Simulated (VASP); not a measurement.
# Au (Fm-3m) in VASP: a series of runs

Aim: see how the results for Au move with the level of theory and the settings. Levels: LDA, PBE, PBEsol. Tasks: single point.

Program: VASP 6.6.1. These are calculated values, not measurements. Logs are shortened: lines on timing, memory, paths and dates and some standing lists are left out, and cuts for length are marked.

### 1 The cell of the first run

Symmetry: Fm-3m, No. 225, cubic system. The conventional cell has a = 4.114 Å, b = 4.114 Å, c = 4.114 Å, α = 90.00°, β = 90.00°, γ = 90.00°. Au (site symmetry m-3m) has 12 Au at 2.91 Å within 3.8 Å.

### 2 Single point, LDA

The input, INCAR:

```
SYSTEM = Au
  PREC = Accurate
  ENCUT = 520
  EDIFF = 1E-6
  ISMEAR = -1
  SIGMA = 0.06
  LREAL = .FALSE.
  LASPH = .TRUE.
  NELM = 100
  ALGO = Normal
  ISIF = 2
  LWAVE = .FALSE.
  LCHARG = .TRUE.
  LELF = .TRUE.
  LVHAR = .TRUE.
  NBANDS = 12
```

The input, KPOINTS:

```
regular mesh
0
G
  12 12 12
  0 0 0
```

The input, POSCAR:

```
Au
1.0
    0.0000000000      2.0568105000      2.0568105000
    2.0568105000      0.0000000000      2.0568105000
    2.0568105000      2.0568105000      0.0000000000
Au
1
Direct
    0.0000000000      0.0000000000      0.0000000000
```

Potentials or basis: VASP PAW LDA potentials, release 64 (Au).

Started as:

```sh
> cat potpaw_LDA.64/Au/POTCAR > POTCAR
> mpirun -np 1 vasp_std > vasp.out
```

OUTCAR:

```text
SYSTEM = Au
   PREC = Accurate
   ENCUT = 520
   EDIFF = 1E-6
   ISMEAR = -1
   LREAL = .FALSE.
   LASPH = .TRUE.
   NELM = 100
   ISIF = 2

 ion  position               nearest neighbor table
   1  0.000  0.000  0.000-

  LATTYP: Found a face centered cubic cell.
 ALAT       =     4.1136210000

  Lattice vectors:

 A1 = (   0.0000000000,   2.0568105000,   2.0568105000)
 A2 = (   2.0568105000,   0.0000000000,   2.0568105000)
 A3 = (   2.0568105000,   2.0568105000,   0.0000000000)

Analysis of symmetry for initial positions (statically):
=====================================================================
 Subroutine PRICEL returns:
 Original cell was already a primitive cell.

 Routine SETGRP: Setting up the symmetry group for a
 face centered cubic supercell.

 Subroutine GETGRP returns: Found 48 space group operations
 (whereof 48 operations were pure point group operations)
 out of a pool of 48 trial point group operations.

The static configuration has the point symmetry O_h .

Analysis of symmetry for dynamics (positions and initial velocities):
=====================================================================
 Subroutine PRICEL returns:
 Original cell was already a primitive cell.

 Routine SETGRP: Setting up the symmetry group for a
 face centered cubic supercell.

 Subroutine GETGRP returns: Found 48 space group operations
 (whereof 48 operations were pure point group operations)
 out of a pool of 48 trial point group operations.

The dynamic configuration has the point symmetry O_h .

 Subroutine INISYM returns: Found 48 space group operations
 (whereof 48 operations are pure point group operations),
 and found     1 'primitive' translations

----------------------------------------------------------------------------------------

                                     Primitive cell

  volume of cell :      17.4025

  direct lattice vectors                    reciprocal lattice vectors
     0.000000000  2.056810500  2.056810500    -0.243094831  0.243094831  0.243094831
     2.056810500  0.000000000  2.056810500     0.243094831 -0.243094831  0.243094831
     2.056810500  2.056810500  0.000000000     0.243094831  0.243094831 -0.243094831

  length of vectors
     2.908769304  2.908769304  2.908769304     0.421052598  0.421052598  0.421052598

  position of ions in fractional coordinates (direct lattice)
     0.000000000  0.000000000  0.000000000

  ion indices of the primitive-cell ions
   primitive index   ion index
                 1           1

----------------------------------------------------------------------------------------

 KPOINTS: regular mesh

Automatic generation of k-mesh.
 Grid dimensions read from file:
 generate k-points for:   12   12   12

 Generating k-lattice:

  Cartesian coordinates                     Fractional coordinates (reciprocal lattice)
    -0.020257903  0.020257903  0.020257903     0.083333333  0.000000000  0.000000000
     0.020257903 -0.020257903  0.020257903     0.000000000  0.083333333  0.000000000
     0.020257903  0.020257903 -0.020257903     0.000000000  0.000000000  0.083333333

  Length of vectors
     0.035087716  0.035087716  0.035087716

  Shift w.r.t. Gamma in fractional coordinates (k-lattice)
     0.000000000  0.000000000  0.000000000

 Subroutine IBZKPT returns following result:
 ===========================================

 Found     72 irreducible k-points:

 Following reciprocal coordinates:
            Coordinates               Weight
  0.000000  0.000000  0.000000      1.000000
  0.083333  0.000000  0.000000      8.000000
  0.166667  0.000000  0.000000      8.000000
  0.250000  0.000000  0.000000      8.000000
  0.333333  0.000000  0.000000      8.000000
  0.416667  0.000000  0.000000      8.000000
[... 16 lines left out ...]
  0.500000  0.166667  0.000000     24.000000
 -0.416667  0.166667  0.000000     24.000000
 [... further k-points ...]
   k-points           NKPTS =     72   k-points in BZ     NKDIM =     72   number of bands    NBANDS=     12
   number of dos      NEDOS =    301   number of ions     NIONS =      1
   total plane-waves  NPLWV =  13824
   dimension x,y,z NGX =    24 NGY =   24 NGZ =   24
   dimension x,y,z NGXF=    48 NGYF=   48 NGZF=   48
   ions per type =               1
   NGX,Y,Z   is equivalent  to a cutoff of  13.72, 13.72, 13.72 a.u.
   NGXF,Y,Z  is equivalent  to a cutoff of  27.43, 27.43, 27.43 a.u.
 SYSTEM =  Au
   PREC   = accura    normal or accurate (medium, high low for compatibility)
   ISTART =      0    job   : 0-new  1-cont  2-samecut
   ICHARG =      2    charge: 1-file 2-atom 10-const
   ISPIN  =      1    spin polarized calculation?
   LNONCOLLINEAR =      F non collinear calculations
   LSORBIT =      F    spin-orbit coupling
   LASPH  =      T    aspherical Exc in radial PAW
   ENCUT  =  520.0 eV  38.22 Ry    6.18 a.u.   5.41  5.41  5.41*2*pi/ulx,y,z
   NELM   =    100;   NELMIN=  2; NELMDL= -5     # of ELM steps
   EDIFF  = 0.1E-05   stopping-criterion for ELM
   LREAL  =      F    real-space projection
   EDIFFG = 0.1E-04   stopping-criterion for IOM
   NSW    =      0    number of steps for IOM
   IBRION =     -1    ionic relax: 0-MD 1-quasi-New 2-CG
   NFREE  =      0    steps in history (QN), initial steepest desc. (CG)
   ISIF   =      2    stress and relaxation
   ISYM   =      2    0-nonsym 1-usesym 2-fastsym
   POTIM  = 0.5000    time-step for ionic-motion
   TEBEG  =    0.0;   TEEND  =   0.0 temperature during run
   PSTRESS=    0.0 pullay stress
   NELECT =      11.0000    total number of electrons
   NUPDOWN=      -1.0000    fix difference up-down
   EMIN   =  10.00;   EMAX   =-10.00  energy-range for DOS
   EFERMI =   0.00;   METHOD = LEGACY
   ISMEAR =    -1;   SIGMA  =   0.06  broadening in eV -4-tet -1-fermi 0-gaus
   EFERMI_NEDOS =   21; number of points for ismear=-14 and -15
   IALGO  =     38    algorithm
   IMIX   =      4    mixing-type and parameters
     AMIX     =   0.40;   BMIX     =  1.00
     AMIX_MAG =   1.60;   BMIX_MAG =  1.00
  volume/ion in A,a.u.               =      17.40       117.44
  Fermi-wavevector in a.u.,A,eV,Ry     =   1.404973  2.655015 26.857225  1.973950
  Thomas-Fermi vector in A             =   2.527481
   LORBIT       =      0    0 simple, 1 ext, 2 COOP (PROOUT), +10 PAW based schemes
   GGA     = CA    functional components
   LHFCALC =     F    Hartree Fock is set to
   AEXX    =    0.0000 exact exchange contribution
   IVDW    =     0    specifies the selected vdW correction
   LEPSILON=     F    determine dielectric tensor
   LRPA    =     F    only Hartree local field effects (RPA)
 non-spin polarized calculation
  energy-cutoff  :      520.00
  volume of cell :       17.40
 maximum number of plane-waves:       487
 NGX is ok and might be reduce to    24
   NGX = 11   NGY = 11   NGZ = 11

 number of electron      11.0000001 magnetization

 Free energy of the ion-electron system (eV)
  ---------------------------------------------------
  ext. energy  EPLUGINS =         0.00000000
  ---------------------------------------------------
  free energy    TOTEN  =        -4.41890130 eV

  energy without entropy =       -4.41382809  energy(sigma->0) =       -4.41636469

 E-fermi :   8.8587     XC(G=0): -12.8628

 val. band max:        8.8110920109   @ k =   0.5000   0.0833   0.0000
 cond. band min:       8.9831561874   @ k =   0.5000   0.2500   0.0833
 fundamental gap:      0.1720641765
 Fermi energy:         8.8587105681

 k-point     1 :       0.0000    0.0000    0.0000
  band No.  band energies     occupation
      1      -0.7613      2.00000
      2       4.3333      2.00000
      3       4.3333      2.00000
      4       4.3333      2.00000
      5       5.8172      2.00000
      6       5.8172      2.00000
      7      23.4484      0.00000
      8      27.2815      0.00000
      9      27.2815      0.00000
     10      27.2815      0.00000
     11      32.2460      0.00000
     12      36.5865      0.00000

 k-point     2 :       0.0833    0.0000    0.0000
  band No.  band energies     occupation
      1      -0.5248      2.00000
      2       4.2597      2.00000
      3       4.4121      2.00000
      4       4.4121      2.00000
      5       5.7835      2.00000
      6       5.7835      2.00000
      7      23.7075      0.00000
      8      25.8885      0.00000
      9      27.5532      0.00000
     10      27.5532      0.00000
     11      32.9631      0.00000
     12      34.8633      0.00000

 k-point     3 :       0.1667    0.0000    0.0000
  band No.  band energies     occupation
      1       0.1373      2.00000
      2       4.1221      2.00000
      3       4.5723      2.00000
      4       4.5723      2.00000
      5       5.7667      2.00000
      6       5.7667      2.00000
      7      22.9875      0.00000
      8      24.5200      0.00000
      9      28.2311      0.00000
     10      28.2311      0.00000
     11      31.0359      0.00000
     12      33.1716      0.00000
[... 286 lines left out ...]
 k-point    23 :       0.5000    0.1667    0.0000
  band No.  band energies     occupation
      1       2.3654      2.00000
      2       3.9555      2.00000
      3       4.8640      2.00000
      4       4.9819      2.00000
      5       7.0207      2.00000
      6       9.5672      0.00001
      7      12.9448      0.00000
      8      22.3475      0.00000
      9      23.9368      0.00000
     10      24.6950      0.00000
     11      33.7923      0.00000
     12      34.4115      0.00000

 k-point    24 :      -0.4167    0.1667    0.0000
  band No.  band energies     occupation
      1       2.4077      2.00000
      2       3.9549      2.00000
      3       4.8021      2.00000
      4       5.2441      2.00000
      5       6.7658      2.00000
      6      10.1426      0.00000
      7      12.3529      0.00000
      8      21.5908      0.00000
      9      24.4322      0.00000
     10      24.9091      0.00000
     11      33.3084      0.00000
     12      33.9302      0.00000

 [... further k-points ...]
[... 5 lines left out ...]
  --------------------------------------------------------------------------------------
  -------------------------------------------------------------------------------------
  Total       -0.8387539     -0.8387539     -0.8387539      0.0000000      0.0000000      0.0000000
  in kB      -77.2204406    -77.2204406    -77.2204406      0.0000000      0.0000000      0.0000000
  external PRESSURE =     -77.2204406 kB  Pullay stress =       0.0000000 kB

 VOLUME and BASIS-vectors are now :
 -----------------------------------------------------------------------------
  energy-cutoff  :      520.00
  volume of cell :       17.40
      direct lattice vectors                 reciprocal lattice vectors
     0.000000000  2.056810500  2.056810500    -0.243094831  0.243094831  0.243094831
     2.056810500  0.000000000  2.056810500     0.243094831 -0.243094831  0.243094831
     2.056810500  2.056810500  0.000000000     0.243094831  0.243094831 -0.243094831

 POSITION                                       TOTAL-FORCE (eV/Angst)
 -----------------------------------------------------------------------------------
      0.00000      0.00000      0.00000         0.000000      0.000000      0.000000
 -----------------------------------------------------------------------------------
    total drift:                                0.000000      0.000000     -0.000000

  FREE ENERGIE OF THE ION-ELECTRON SYSTEM (eV)
  ---------------------------------------------------
  free  energy   TOTEN  =        -4.4189013004 eV

  energy  without entropy=       -4.4138280893  energy(sigma->0) =       -4.41636469
```

Run time: 4.6 s. Hardware: 1 thread of Intel Xeon 6975P-C, shared host; peak memory 0.14 GiB.

Results:

```
Free energy : -4.4189 eV
Pressure    : -7.7 GPa
```

Levels at points of the mesh, in eV from the Fermi level:
| k point | band 4 | band 5 | band 6 | band 7 | band 8 | band 9 |
| --- | --- | --- | --- | --- | --- | --- |
| (0.00, 0.00, 0.00) | -4.53 | -3.04 | -3.04 | 14.59 | 18.42 | 18.42 |
| (0.50, 0.00, 0.00) | -1.88 | -1.88 | -0.83 | 3.01 | 14.04 | 16.93 |
| (0.50, 0.50, 0.00) | -1.57 | -1.57 | 1.09 | 5.64 | 9.93 | 9.93 |

Caveat: spin-orbit coupling is left out, which moves the levels of the heavy elements.

### 3 Single point, PBE

The input, INCAR:

```
SYSTEM = Au
PREC = Accurate
ENCUT = 520
EDIFF = 1E-6
ISMEAR = -1
SIGMA = 0.06
LREAL = .FALSE.
LASPH = .TRUE.
NELM = 100
ALGO = Normal
ISIF = 2
LWAVE = .FALSE.
LCHARG = .TRUE.
GGA = PE
LELF = .TRUE.
LVHAR = .TRUE.
NBANDS = 12
```

KPOINTS is that of step 2.

POSCAR is that of step 2.

Potentials or basis: VASP PAW PBE potentials, release 64 (Au).

Started as:

```sh
> cat potpaw_PBE.64/Au/POTCAR > POTCAR
> mpirun -np 1 vasp_std > vasp.out
```

Wall time 5.3 s (1 thread of Intel Xeon 6975P-C, shared host); peak memory 0.15 GiB.

The run converged. Its results:

| Item | Value |
| --- | --- |
| Free energy | -3.2060 eV |
| Pressure | 4.7 GPa |

Levels at points of the mesh, in eV from the Fermi level:
```tsv
k point	band 3	band 4	band 5	band 6	band 7	band 8	band 9	band 10
(0.00, 0.00, 0.00)	-4.52	-4.52	-3.06	-3.06	14.61	18.49	18.49	18.49
(0.50, 0.00, 0.00)	-4.56	-1.91	-1.91	-0.80	3.02	14.05	17.03	17.03
(0.50, 0.50, 0.00)	-1.95	-1.60	-1.60	1.14	5.66	10.01	10.01	17.04
```

Caveat: spin-orbit coupling is left out, which moves the levels of the heavy elements.

(Continued in part 2 of 2.)
